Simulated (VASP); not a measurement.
# ZnSe (gw) (F-43m) in VASP: G0W0 quasiparticle levels with PBE

Aim: the G0W0 quasiparticle levels of ZnSe (gw) with PBE.

Program: VASP 6.6.1. These are calculated values, not measurements. Logs are shortened: lines on timing, memory, paths and dates and some standing lists are left out, and cuts for length are marked.

**1. The cell of the first run**

The structure is cubic, space group F-43m (No. 216). The conventional cell has a = 5.733 Å, b = 5.733 Å, c = 5.733 Å, α = 90.00°, β = 90.00°, γ = 90.00°. Zn (site symmetry -43m) has 4 Se at 2.48 Å within 3.3 Å. Se (site symmetry -43m) has 4 Zn at 2.48 Å within 3.3 Å.

**2. G0W0 quasiparticle levels, PBE**

POSCAR

```
ZnSe
1.0
    0.0000000000      2.8664304615      2.8664304615
    2.8664304615      0.0000000000      2.8664304615
    2.8664304615      2.8664304615      0.0000000000
Zn Se
1 1
Direct
    0.0000000000      0.0000000000      0.0000000000
    0.2500000000      0.2500000000      0.2500000000
```

INCAR.step1

```
SYSTEM = ZnSe
PREC = Accurate
ENCUT = 500
EDIFF = 1E-8
ISMEAR = 0
SIGMA = 0.01
LREAL = .False.
LASPH = .True.
NELM = 100
ALGO = Normal
LWAVE = .True.
LCHARG = .False.
GGA = PE
```

INCAR.step2

```
SYSTEM = ZnSe
PREC = Accurate
ENCUT = 500
EDIFF = 1E-8
ISMEAR = 0
SIGMA = 0.01
LREAL = .False.
LASPH = .True.
NELM = 1
ALGO = Exact
LWAVE = .True.
LCHARG = .False.
GGA = PE
NBANDS = 85
LOPTICS = .True.
ISTART = 1
```

INCAR.step3

```
SYSTEM = ZnSe
PREC = Accurate
ENCUT = 500
EDIFF = 1E-8
ISMEAR = 0
SIGMA = 0.01
LREAL = .False.
LASPH = .True.
ALGO = EVGW0
LWAVE = .False.
LCHARG = .False.
GGA = PE
NELMGW = 1
NBANDS = 85
ENCUTGW = 80.0
NOMEGA = 48
PRECFOCK = Fast
ISTART = 1
NBANDSGW = 17
```

KPOINTS

```
regular mesh
0
Gamma
  4 4 4
  0 0 0
```

Potentials or basis: VASP PAW PBE potentials, release 64 (Zn_GW, Se_GW).

Launch:

```bash
> cat potpaw_PBE.64/Zn_GW/POTCAR potpaw_PBE.64/Se_GW/POTCAR > POTCAR
> cp INCAR.step1 INCAR
> mpirun -np 1 vasp_std > vasp.out
> cp INCAR.step2 INCAR
> mpirun -np 1 vasp_std > vasp.out
> cp INCAR.step3 INCAR
> mpirun -np 1 vasp_std > vasp.out
```

OUTCAR:

```text
SYSTEM = ZnSe
   PREC = Accurate
   ENCUT = 500
   EDIFF = 1E-8
   ISMEAR = 0
   LREAL = .False.
   LASPH = .True.
   GGA = PE
   NELMGW = 1
   ENCUTGW = 80.0
   PRECFOCK = Fast
   ISTART = 1

 ion  position               nearest neighbor table
   1  0.000  0.000  0.000-   2 2.48   2 2.48   2 2.48   2 2.48
   2  0.250  0.250  0.250-   1 2.48   1 2.48   1 2.48   1 2.48

  LATTYP: Found a face centered cubic cell.
 ALAT       =     5.7328609230

  Lattice vectors:

 A1 = (   0.0000000000,   2.8664304615,   2.8664304615)
 A2 = (   2.8664304615,   0.0000000000,   2.8664304615)
 A3 = (   2.8664304615,   2.8664304615,   0.0000000000)

Analysis of symmetry for initial positions (statically):
=====================================================================
 Subroutine PRICEL returns:
 Original cell was already a primitive cell.

 Routine SETGRP: Setting up the symmetry group for a
 face centered cubic supercell.

 Subroutine GETGRP returns: Found 24 space group operations
 (whereof 24 operations were pure point group operations)
 out of a pool of 48 trial point group operations.

The static configuration has the point symmetry T_d .

Analysis of symmetry for dynamics (positions and initial velocities):
=====================================================================
 Subroutine PRICEL returns:
 Original cell was already a primitive cell.

 Routine SETGRP: Setting up the symmetry group for a
 face centered cubic supercell.

 Subroutine GETGRP returns: Found 24 space group operations
 (whereof 24 operations were pure point group operations)
 out of a pool of 48 trial point group operations.

The dynamic configuration has the point symmetry T_d .

 Subroutine INISYM returns: Found 24 space group operations
 (whereof 24 operations are pure point group operations),
 and found     1 'primitive' translations

----------------------------------------------------------------------------------------

                                     Primitive cell

  volume of cell :      47.1036

  direct lattice vectors                    reciprocal lattice vectors
[... 46 lines left out ...]
  0.500000  0.000000  0.000000      4.000000
  0.250000  0.250000  0.000000      6.000000
  0.500000  0.250000  0.000000     24.000000
 -0.250000  0.250000  0.000000     12.000000
  0.500000  0.500000  0.000000      3.000000
 -0.250000  0.500000  0.250000      6.000000
   k-points           NKPTS =      8   k-points in BZ     NKDIM =     64   number of bands    NBANDS=     85
   number of dos      NEDOS =    301   number of ions     NIONS =      2
   total plane-waves  NPLWV =  27000
   dimension x,y,z NGX =    30 NGY =   30 NGZ =   30
   dimension x,y,z NGXF=    60 NGYF=   60 NGZF=   60
   ions per type =               1   1
   NGX,Y,Z   is equivalent  to a cutoff of  12.30, 12.30, 12.30 a.u.
   NGXF,Y,Z  is equivalent  to a cutoff of  24.61, 24.61, 24.61 a.u.
 SYSTEM =  ZnSe
   PREC   = accura    normal or accurate (medium, high low for compatibility)
   ISTART =      1    job   : 0-new  1-cont  2-samecut
   ICHARG =      0    charge: 1-file 2-atom 10-const
   ISPIN  =      1    spin polarized calculation?
   LNONCOLLINEAR =      F non collinear calculations
   LSORBIT =      F    spin-orbit coupling
   LASPH  =      T    aspherical Exc in radial PAW
   ENCUT  =  500.0 eV  36.75 Ry    6.06 a.u.   7.39  7.39  7.39*2*pi/ulx,y,z
   NELM   =     60;   NELMIN=  2; NELMDL=  0     # of ELM steps
   EDIFF  = 0.1E-07   stopping-criterion for ELM
   LREAL  =      F    real-space projection
   EDIFFG = 0.1E-06   stopping-criterion for IOM
   NSW    =      0    number of steps for IOM
   IBRION =     -1    ionic relax: 0-MD 1-quasi-New 2-CG
   NFREE  =      0    steps in history (QN), initial steepest desc. (CG)
   ISIF   =      0    stress and relaxation
   ISYM   =      3    0-nonsym 1-usesym 2-fastsym
   POTIM  = 0.5000    time-step for ionic-motion
   TEBEG  =    0.0;   TEEND  =   0.0 temperature during run
   PSTRESS=    0.0 pullay stress
   NELECT =      18.0000    total number of electrons
   NUPDOWN=      -1.0000    fix difference up-down
   EMIN   =  10.00;   EMAX   =-10.00  energy-range for DOS
   EFERMI =   0.00;   METHOD = LEGACY
   ISMEAR =     0;   SIGMA  =   0.01  broadening in eV -4-tet -1-fermi 0-gaus
   EFERMI_NEDOS =   21; number of points for ismear=-14 and -15
   IALGO  =     38    algorithm
   IMIX   =      4    mixing-type and parameters
     AMIX     =   0.40;   BMIX     =  1.00
     AMIX_MAG =   1.60;   BMIX_MAG =  1.00
  volume/ion in A,a.u.               =      23.55       158.94
  Fermi-wavevector in a.u.,A,eV,Ry     =   1.187994  2.244983 19.202308  1.411330
  Thomas-Fermi vector in A             =   2.324133
   LORBIT       =      0    0 simple, 1 ext, 2 COOP (PROOUT), +10 PAW based schemes
   GGA     = PE    functional components
   LHFCALC =     T    Hartree Fock is set to
   PRECFOCK=fast      Normal, Fast or Accurate (Low or Medium for compatibility)
   ENCUT4O =  -1.0   cutoff for four orbital integrals eV
   NKREDX  =     1    reduce k-point grid by
   NKREDY  =     1    reduce k-point grid by
   NKREDZ  =     1    reduce k-point grid by
   AEXX    =    1.0000 exact exchange contribution
   HFSCREEN=    0.0000 screening length (either q_TF or 0.3 A-1)
   HFSCREENC=   0.0000 screening length for correlation (either q_TF or 0.3 A-1)
   ENCUTFOCK=  -1.0 apply spherical cutoff to Coloumb kernel
   IVDW    =     0    specifies the selected vdW correction
   LEPSILON=     F    determine dielectric tensor
   LRPA    =     F    only Hartree local field effects (RPA)
   LRPAFORCE           =     F    calculate RPA forces
   ENCUTGW             =  80.0    cutoff for response function in eV
   ENCUTGWSOFT         =  64.0    soft cutoff for Coulomb kernel in GW response function in eV
   ENCUTLF             =  -1.0    cutoff for local field effects
   NELMGW              =     1    number of iterations in solving QP/BSE equation
   NELMHF              =     1    number of iterations in the inner HF iteration
   NKREDLFX            =     1    NKREDLFY  =   1   NKREDLFZ  =   1
 non-spin polarized calculation
 Gauss-broadening in eV      SIGMA  =   0.01
  energy-cutoff  :      500.00
  volume of cell :       47.10
 maximum number of plane-waves:      1243
 NGX is ok and might be reduce to    30
  NGX = 18; NGY = 18; NGZ = 18
   NGX = 15   NGY = 15   NGZ = 15
 maximum number of plane-waves:        84
 NGX is ok and might be reduce to    14

 QP shifts <psi_nk| G(iteration)W_0 |psi_nk>: iteration 1
 for sc-GW calculations column KS-energies equals QP-energies in previous step
 and V_xc(KS)=  KS-energies - (<T + V_ion + V_H > + <T+V_H+V_ion>^1  + <V_x>^1)

 k-point   1 :       0.0000    0.0000    0.0000
  band No.  KS-energies  QP-energies   sigma(KS)   V_xc(KS)     V^pw_x(r,r')   Z            occupation Imag(sigma)

      1     -10.6876     -10.9715     -12.7467     -12.3039     -19.7841       0.6413       2.0000       1.1110
      2      -4.1037      -6.0910     -22.7093     -19.7299     -30.9397       0.6670       2.0000       0.2199
      3      -4.1037      -6.0910     -22.7093     -19.7299     -30.9397       0.6670       2.0000       0.2199
      4      -4.1037      -6.0910     -22.7093     -19.7299     -30.9397       0.6670       2.0000       0.2199
      5      -3.7672      -5.8881     -23.6536     -20.4983     -32.0675       0.6722       2.0000       0.1968
      6      -3.7672      -5.8881     -23.6536     -20.4983     -32.0675       0.6722       2.0000       0.1968
[... 143 lines left out ...]
      3      -3.9157      -5.9892     -23.3298     -20.2449     -31.7174       0.6721       2.0000       0.2131
      4      -3.7941      -5.9110     -23.6334     -20.4864     -32.0759       0.6727       2.0000       0.2042
      5      -3.7919      -5.8614     -23.2588     -20.1769     -31.5458       0.6715       2.0000       0.2021
      6      -3.4919      -5.5865     -23.6661     -20.5754     -32.0232       0.6777       2.0000       0.2075
[... 9 lines left out ...]
     16      16.2319      16.3449      -8.8955      -9.0464      -3.3711       0.7488       0.0000      -0.5757
     17      16.7442      17.1976      -9.5459     -10.1556      -3.8704       0.7438       0.0000      -0.5854
```

OUTCAR.step1:

```text
SYSTEM = ZnSe
   PREC = Accurate
   ENCUT = 500
   EDIFF = 1E-8
   ISMEAR = 0
   LREAL = .False.
   LASPH = .True.
[... 330 lines left out ...]
      0.00000      0.00000      0.00000        -0.000000     -0.000000     -0.000000
      1.43322      1.43322      1.43322         0.000000      0.000000      0.000000
 -----------------------------------------------------------------------------------
    total drift:                               -0.000001     -0.000001     -0.000001

  FREE ENERGIE OF THE ION-ELECTRON SYSTEM (eV)
  ---------------------------------------------------
  free  energy   TOTEN  =        -5.9747266489 eV

  energy  without entropy=       -5.9747266489  energy(sigma->0) =       -5.97472665
```

It took 5.8 min on 1 thread of Intel Xeon 8259CL, shared host; peak memory 0.49 GiB.

What came out:

```
Band gap on the k mesh, mean-field level : 1.13 eV, direct
Quasiparticle gap                        : 2.21 eV
Least direct quasiparticle gap           : 2.21 eV
```

Caveat: the k points lie up to 0.47 Å⁻¹ apart; bands, screening cutoff and mesh are small and nothing is extrapolated, so the quasiparticle values aren't converged.
